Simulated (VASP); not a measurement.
# Al6N in VASP: notebook, part 2 of 2

VASP 6.6.1. The steps go on from the part before.

**3. Single point, PBE**

INCAR

```
ALGO = Normal ; DIPOL = 0.5 0.5 0.344
EDIFF = 1E-6 ; ENCUT = 520
GGA = PE ; IDIPOL = 3
ISIF = 2 ; ISMEAR = 0
LASPH = True ; LCHARG = True
LDIPOL = True ; LELF = True
LREAL = False ; LVACPOTAV = True
LVHAR = True ; LWAVE = False
NBANDS = 36 ; NELM = 100
PREC = Accurate ; SIGMA = 0.1
```

KPOINTS

```
k-points
0
Gamma
  6 6 1
```

POSCAR

```
Al6N
1.0
    5.7135165839      0.0000000000      0.0000000000
   -2.8567582919      4.9480505066      0.0000000000
    0.0000000000      0.0000000000     21.2013781942
Al N
12 2
Direct
    0.3333333333      0.1666666667      0.1886669802
    0.3333333333      0.6666666667      0.1886669802
    0.8333333333      0.1666666667      0.1886669802
    0.8333333333      0.6666666667      0.1886669802
    0.1666666667      0.3333333333      0.2971844467
    0.1666666667      0.8333333333      0.2971844467
    0.6666666667      0.3333333333      0.2971844467
    0.6666666667      0.8333333333      0.2971844467
    0.0000000000      0.0000000000      0.4056990124
    0.0000000000      0.5000000000      0.4056990124
    0.5000000000      0.0000000000      0.4056990124
    0.5000000000      0.5000000000      0.4056990124
    0.0833333333      0.3333333333      0.5972268682
    0.0833333333      0.3333333333      0.6492182121
```

Potentials or basis: VASP PAW PBE potentials, release 64 (Al, N).

Run with:

```console
$ cat potpaw_PBE.64/Al/POTCAR potpaw_PBE.64/N/POTCAR > POTCAR
$ mpirun -np 1 vasp_std > vasp.out
```

OUTCAR:

```text
EDIFF = 1E-6
   ENCUT = 520
   GGA = PE
   ISIF = 2
   ISMEAR = 0
   LASPH = True
   LREAL = False
   NELM = 100
   PREC = Accurate

 ion  position               nearest neighbor table
   1  0.333  0.167  0.189-   5 2.83   6 2.83   7 2.83   2 2.86   2 2.86   3 2.86   3 2.86   4 2.86
                             4 2.86
   2  0.333  0.667  0.189-   6 2.83   5 2.83   8 2.83   1 2.86   1 2.86   4 2.86   4 2.86   3 2.86
                             3 2.86
   3  0.833  0.167  0.189-   7 2.83   8 2.83   5 2.83   4 2.86   4 2.86   1 2.86   1 2.86   2 2.86
                             2 2.86
   4  0.833  0.667  0.189-   8 2.83   7 2.83   6 2.83   3 2.86   3 2.86   2 2.86   2 2.86   1 2.86
                             1 2.86
[... 1011 lines left out ...]
     0.000000000  0.000000000 21.201378194     0.000000000  0.000000000  0.047166745

 POSITION                                       TOTAL-FORCE (eV/Angst)
 -----------------------------------------------------------------------------------
      1.42838      0.82468      4.00000        -0.000713      0.000364      0.003628
     -0.00000      3.29870      4.00000        -0.000394     -0.001258      0.003257
      4.28514      0.82468      4.00000         0.001165      0.001153      0.002953
      2.85676      3.29870      4.00000         0.000018     -0.000178      0.003194
      0.00000      1.64935      6.30072        -0.001608      0.000068     -0.004060
     -1.42838      4.12338      6.30072        -0.001155     -0.001548      0.001318
      2.85676      1.64935      6.30072         0.001368      0.001053      0.000264
      1.42838      4.12338      6.30072         0.000549      0.000404      0.000020
      0.00000      0.00000      8.60138        -0.001509      0.003184     -0.003121
     -1.42838      2.47403      8.60138         0.002466     -0.002557     -0.002725
      2.85676      0.00000      8.60138         0.002383      0.000200     -0.002136
      1.42838      2.47403      8.60138        -0.002831     -0.001103     -0.002912
     -0.47613      1.64935     12.66203         0.000508      0.000307     -1.747142
     -0.47613      1.64935     13.76432        -0.000247     -0.000090      1.747463
 -----------------------------------------------------------------------------------
    total drift:                                0.000128      0.000023     -0.000956

  FREE ENERGIE OF THE ION-ELECTRON SYSTEM (eV)
  ---------------------------------------------------
  free  energy   TOTEN  =       -58.7797509247 eV

  energy  without entropy=      -58.7483142700  energy(sigma->0) =      -58.76403260

 vacuum level on the upper side and lower side of the slab         4.285         4.264
```

OSZICAR:

```text
N       E                     dE             d eps       ncg     rms          rms(c)
DAV:   1     0.194594694100E+03    0.19459E+03   -0.14702E+04  1440   0.930E+02
DAV:   2    -0.349260626576E+02   -0.22952E+03   -0.21758E+03  2084   0.167E+02
DAV:   3    -0.610833370368E+02   -0.26157E+02   -0.25768E+02  1724   0.544E+01
[... 16 lines left out ...]
DAV:  20    -0.587796695443E+02   -0.54225E-04   -0.38976E-06  1572   0.638E-03    0.332E-03
DAV:  21    -0.587797153331E+02   -0.45789E-04   -0.43389E-06  1664   0.580E-03    0.154E-03
DAV:  22    -0.587797427525E+02   -0.27419E-04   -0.31267E-06  1656   0.461E-03    0.995E-04
DAV:  23    -0.587797499780E+02   -0.72255E-05   -0.10003E-06  1452   0.282E-03    0.606E-04
DAV:  24    -0.587797509247E+02   -0.94666E-06   -0.15508E-07  1224   0.140E-03
   1 F= -.58779751E+02 E0= -.58764033E+02  d E =-.314367E-01
```

stdout:

```text
POSCAR found type information on POSCAR AlN
 POSCAR found :  2 types and      14 ions
 scaLAPACK will be used
 LDA part: xc-table for (Slater+PW92), standard interpolation
 POSCAR, INCAR and KPOINTS ok, starting setup
 FFT: planning ... GRIDC
 FFT: planning ... GRID_SOFT
 FFT: planning ... GRID
 WAVECAR not read
 entering main loop
 -----------------------------------------------------------------------------
|                                                                             |
|           W    W    AA    RRRRR   N    N  II  N    N   GGGG   !!!           |
|           W    W   A  A   R    R  NN   N  II  NN   N  G    G  !!!           |
|           W    W  A    A  R    R  N N  N  II  N N  N  G       !!!           |
|           W WW W  AAAAAA  RRRRR   N  N N  II  N  N N  G  GGG   !            |
|           WW  WW  A    A  R   R   N   NN  II  N   NN  G    G                |
|           W    W  A    A  R    R  N    N  II  N    N   GGGG   !!!           |
|                                                                             |
|     Did not find any points to average over, which means that no vacuum     |
|     field-free region was found. Please increase the size of  your cell     |
|     in the dimension of the dipole correction to obtain accurate            |
|     workfunction values.                                                    |
|                                                                             |
 -----------------------------------------------------------------------------
```

It took 28 min on 1 thread of Intel Xeon 8259CL, shared host; peak memory 0.79 GiB.

Results:

```yaml
Free_energy: -58.7798 eV
Largest_force: 1.747 eV/Å
Band_gap_on_the_k_mesh: zero (bands 23 and 24 overlap by 1.02 eV)
```

Forces in eV/Å, atoms in the order of the input:
```
Al  -0.001  0.000  0.004
Al   0.000 -0.001  0.003
Al   0.001  0.001  0.003
Al   0.000  0.000  0.003
Al  -0.002  0.000 -0.004
Al  -0.001 -0.002  0.001
Al   0.001  0.001  0.000
Al   0.001  0.000  0.000
Al  -0.002  0.003 -0.003
Al   0.002 -0.003 -0.003
Al   0.002  0.000 -0.002
Al  -0.003 -0.001 -0.003
N    0.001  0.000 -1.747
N    0.000  0.000  1.747
```

Caveat: the standard files for N, O and F lose accuracy on very short bonds.
